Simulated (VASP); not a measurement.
# Co (Fd-3m) in VASP: a series of runs

The runs below take Co through single point, with RPBE.

Everything below comes from runs of VASP 6.6.1. Logs are shortened: lines on timing, memory, paths and dates and some standing lists are left out, and cuts for length are marked.

### 1 The cell of the first run

Symmetry: Fd-3m, No. 227, cubic system. Conventional cell: a = 5.337 Å, b = 5.337 Å, c = 5.337 Å, α = 90.00°, β = 90.00°, γ = 90.00°. Within 3.1 Å of Co (site symmetry -43m) lie 4 Co at 2.31 Å.

This isn't the form of Co at room conditions, which is hcp.

### 2 Single point, RPBE, collinear spin, ferromagnetic start (19.00 Å³/atom)

Contents of INCAR:

```
SYSTEM = Co
PREC     = Accurate       ! precision mode
ENCUT    = 520            ! plane-wave cutoff, eV
EDIFF    = 1E-6           ! SCF threshold, eV
ISMEAR   = -1             ! smearing method
SIGMA    = 0.05           ! smearing width, eV
LREAL    = .False.        ! projectors in reciprocal space
LASPH    = .True.         ! aspherical terms in the spheres
NELM     = 150            ! most SCF steps
ALGO     = Normal         ! electronic algorithm
ISIF     = 2              ! what is computed and relaxed
LWAVE    = .False.        ! write WAVECAR
LCHARG   = .False.        ! write CHGCAR
ISPIN    = 2              ! spin polarisation
MAGMOM   = 1.79 1.79      ! initial moments
LORBIT   = 11             ! projections on sites
LMAXMIX  = 4              ! l up to which the mixer works
GGA      = RP             ! functional
NBANDS   = 20             ! bands
```

Contents of KPOINTS:

```
Automatic mesh
0
Gamma
  12 12 12
  0 0 0
```

Contents of POSCAR:

```
Co
1.0
    0.0000000000      2.6684510605      2.6684510605
    2.6684510605      0.0000000000      2.6684510605
    2.6684510605      2.6684510605      0.0000000000
Co
2
Direct
    0.1250000000      0.1250000000      0.1250000000
    0.8750000000      0.8750000000      0.8750000000
```

Potentials or basis: VASP PAW PBE potentials, release 64 (Co).

On the command line:

```bash
> cat potpaw_PBE.64/Co/POTCAR > POTCAR
> mpirun -np 1 vasp_std > vasp.out
```

OUTCAR:

```text
SYSTEM = Co
   PREC = Accurate
   ENCUT = 520
   EDIFF = 1E-6
   ISMEAR = -1
   LREAL = .False.
   LASPH = .True.
   NELM = 150
   ISIF = 2
   ISPIN = 2
   LORBIT = 11
   GGA = RP

 ion  position               nearest neighbor table
   1  0.125  0.125  0.125-   2 2.31   2 2.31   2 2.31   2 2.31
   2  0.875  0.875  0.875-   1 2.31   1 2.31   1 2.31   1 2.31

  LATTYP: Found a face centered cubic cell.
 ALAT       =     5.3369021210

  Lattice vectors:

 A1 = (   0.0000000000,   2.6684510605,   2.6684510605)
 A2 = (   2.6684510605,   0.0000000000,   2.6684510605)
 A3 = (   2.6684510605,   2.6684510605,   0.0000000000)

Analysis of symmetry for initial positions (statically):
=====================================================================
 Subroutine PRICEL returns:
 Original cell was already a primitive cell.

 Routine SETGRP: Setting up the symmetry group for a
 face centered cubic supercell.

 Subroutine GETGRP returns: Found 48 space group operations
 (whereof 12 operations were pure point group operations)
 out of a pool of 48 trial point group operations.

The static configuration has the point symmetry D_3d.
 The point group associated with its full space group is O_h .

Analysis of symmetry for dynamics (positions and initial velocities):
=====================================================================
 Subroutine PRICEL returns:
 Original cell was already a primitive cell.

 Routine SETGRP: Setting up the symmetry group for a
 face centered cubic supercell.

 Subroutine GETGRP returns: Found 48 space group operations
 (whereof 12 operations were pure point group operations)
 out of a pool of 48 trial point group operations.

The dynamic configuration has the point symmetry D_3d.
 The point group associated with its full space group is O_h .

Analysis of structural, dynamic, and magnetic symmetry:
=====================================================================
 Subroutine PRICEL returns:
 Original cell was already a primitive cell.

 Routine SETGRP: Setting up the symmetry group for a
 face centered cubic supercell.

 Subroutine GETGRP returns: Found 48 space group operations
 (whereof 12 operations were pure point group operations)
 out of a pool of 48 trial point group operations.

The overall configuration has the point symmetry D_3d.
 The point group associated with its full space group is O_h .

 Subroutine INISYM returns: Found 48 space group operations
 (whereof 12 operations are pure point group operations),
 and found     1 'primitive' translations

----------------------------------------------------------------------------------------

[... 116 lines left out ...]
   LORBIT       =     11    0 simple, 1 ext, 2 COOP (PROOUT), +10 PAW based schemes
   GGA     = RP    functional components
   LHFCALC =     F    Hartree Fock is set to
   AEXX    =    0.0000 exact exchange contribution
   IVDW    =     0    specifies the selected vdW correction
   LEPSILON=     F    determine dielectric tensor
   LRPA    =     F    only Hartree local field effects (RPA)
 spin polarized calculation
  energy-cutoff  :      520.00
  volume of cell :       38.00
 maximum number of plane-waves:      1036
   NGX = 13   NGY = 13   NGZ = 13

 number of electron      17.9999999 magnetization       3.5684656

 Free energy of the ion-electron system (eV)
  ---------------------------------------------------
  ext. energy  EPLUGINS =         0.00000000
  ---------------------------------------------------
  free energy    TOTEN  =       -10.48500821 eV

  energy without entropy =      -10.46793170  energy(sigma->0) =      -10.47646996

 E-fermi :   4.1586     XC(G=0):  -9.9974

 val. band max:        4.1546672330   @ k =  -0.3333   0.3333   0.1667
 cond. band min:       4.1641554068   @ k =  -0.3333   0.3333   0.0000
 fundamental gap:      0.0094881738
 Fermi energy:         4.1585656601

 spin component 1

 k-point     1 :       0.0000    0.0000    0.0000
  band No.  band energies     occupation
      1      -1.6528      1.00000
      2       1.0335      1.00000
      3       1.0335      1.00000
      4       1.1907      1.00000
      5       1.1907      1.00000
      6       1.1907      1.00000
[... 541 lines left out ...]
     19      21.5883      0.00000
     20      21.9957      0.00000

 [... further k-points ...]

 spin component 2

 k-point     1 :       0.0000    0.0000    0.0000
  band No.  band energies     occupation
      1      -1.6512      1.00000
      2       2.7208      1.00000
      3       2.7208      1.00000
      4       2.7208      1.00000
      5       2.8354      1.00000
      6       2.8354      1.00000
[... 541 lines left out ...]
     19      21.7410      0.00000
     20      22.1050      0.00000

 [... further k-points ...]

------------------------ aborting loop because EDIFF is reached ----------------------------------------

  FORCE on cell =-STRESS in cart. coord.  units (eV):
  Direction    XX          YY          ZZ          XY          YZ          ZX
  --------------------------------------------------------------------------------------
  -------------------------------------------------------------------------------------
  Total       -1.9088728     -1.9088728     -1.9088728      0.0000000     -0.0000000     -0.0000000
  in kB      -80.4784974    -80.4784974    -80.4784974      0.0000000     -0.0000000     -0.0000000
  external PRESSURE =     -80.4784974 kB  Pullay stress =       0.0000000 kB

 VOLUME and BASIS-vectors are now :
 -----------------------------------------------------------------------------
  energy-cutoff  :      520.00
  volume of cell :       38.00
      direct lattice vectors                 reciprocal lattice vectors
     0.000000000  2.668451060  2.668451060    -0.187374619  0.187374619  0.187374619
     2.668451060  0.000000000  2.668451060     0.187374619 -0.187374619  0.187374619
     2.668451060  2.668451060  0.000000000     0.187374619  0.187374619 -0.187374619

 POSITION                                       TOTAL-FORCE (eV/Angst)
 -----------------------------------------------------------------------------------
      0.66711      0.66711      0.66711        -0.000000      0.000000     -0.000000
      4.66979      4.66979      4.66979         0.000000     -0.000000      0.000000
 -----------------------------------------------------------------------------------
    total drift:                                0.000000      0.000000     -0.000000

  FREE ENERGIE OF THE ION-ELECTRON SYSTEM (eV)
  ---------------------------------------------------
  free  energy   TOTEN  =       -10.4850082135 eV

  energy  without entropy=      -10.4679317026  energy(sigma->0) =      -10.47646996

 total charge

# of ion       s       p       d       tot
------------------------------------------
    1        0.489   0.276   7.243   8.009
    2        0.489   0.276   7.243   8.009
--------------------------------------------------
tot          0.979   0.553  14.486  16.018

 magnetization (x)

# of ion       s       p       d       tot
------------------------------------------
    1       -0.030  -0.025   1.867   1.812
    2       -0.030  -0.025   1.867   1.812
--------------------------------------------------
tot         -0.060  -0.050   3.734   3.624
```

stdout:

```text
POSCAR found type information on POSCAR Co
 POSCAR found :  1 types and       2 ions
 scaLAPACK will be used
 -----------------------------------------------------------------------------
|                                                                             |
|                                                                             |
|     You enforced a specific xc type in the INCAR file but a different       |
|     I HOPE YOU KNOW WHAT YOU ARE DOING!                                     |
|                                                                             |
 -----------------------------------------------------------------------------

 LDA part: xc-table for (Slater+PW92), standard interpolation
 POSCAR, INCAR and KPOINTS ok, starting setup
 FFT: planning ... GRIDC
 FFT: planning ... GRID_SOFT
 FFT: planning ... GRID
 WAVECAR not read
 entering main loop
```

Wall time 2.6 min (1 thread of Intel Xeon 8259CL, shared host); peak memory 0.22 GiB.

What came out:

```
Free energy                                           : -10.4850 eV
Pressure                                              : -8.0 GPa
Net moment                                            : 3.57 μB per cell
Site moments                                          : Co +1.81 μB
Valence electrons inside the program's atomic spheres : Co 8.01
```

Caveat: the cell stands under tension; the PAW data sets were made with another functional, which shifts forces and pressure a little.

### 3 Single point, RPBE, collinear spin, antiferromagnetic start

This run uses another cell than the first one, of 16.97 Å³/atom.

Contents of INCAR:

```
ALGO = Normal ; EDIFF = 1E-6
ENCUT = 520 ; GGA = RP
ISIF = 2 ; ISMEAR = -1
ISPIN = 2 ; LASPH = T
LCHARG = F ; LMAXMIX = 4
LORBIT = 11 ; LREAL = F
LWAVE = F ; MAGMOM = 1.7 -1.7
NBANDS = 20 ; NELM = 150
PREC = Accurate ; SIGMA = 0.05
```

Contents of KPOINTS:

```
k-points
0
Gamma
  11 11 11
```

Contents of POSCAR:

```
Co
1.0
    0.0000000000      2.5695412674      2.5695412674
    2.5695412674      0.0000000000      2.5695412674
    2.5695412674      2.5695412674      0.0000000000
Co
2
Direct
    0.1250000000      0.1250000000      0.1250000000
    0.8750000000      0.8750000000      0.8750000000
```

Potentials or basis: VASP PAW PBE potentials, release 64 (Co).

On the command line:

```bash
> cat potpaw_PBE.64/Co/POTCAR > POTCAR
> mpirun -np 1 vasp_std > vasp.out
```

It took 38 s on 1 thread of Intel Xeon 6975P-C (Granite Rapids), shared host; peak memory 0.2 GiB.

Results (log left out):

- Free energy: -10.2663 eV
- Pressure: -9.9 GPa
- Band gap on the k mesh: zero (filled and empty bands overlap)
- Net moment: 0.00 μB per cell
- Valence electrons inside the program's atomic spheres: Co 8.14

Levels at points of the mesh, in eV from the Fermi level:
Spin up:
```csv
k point,band 6,band 7,band 8,band 9,band 10,band 11,band 12,band 13
"(0.00, 0.00, 0.00)",-2.43,-0.87,-0.87,-0.87,0.20,0.20,12.04,12.04
```
Spin down:
```
           k point  band 6  band 7  band 8  band 9  band 10  band 11  band 12  band 13
(0.00, 0.00, 0.00)   -2.43   -0.87   -0.87   -0.87     0.20     0.20    12.04    12.04
```

Caveat: the cell stands under tension; the PAW data sets were made with another functional, which shifts forces and pressure a little.
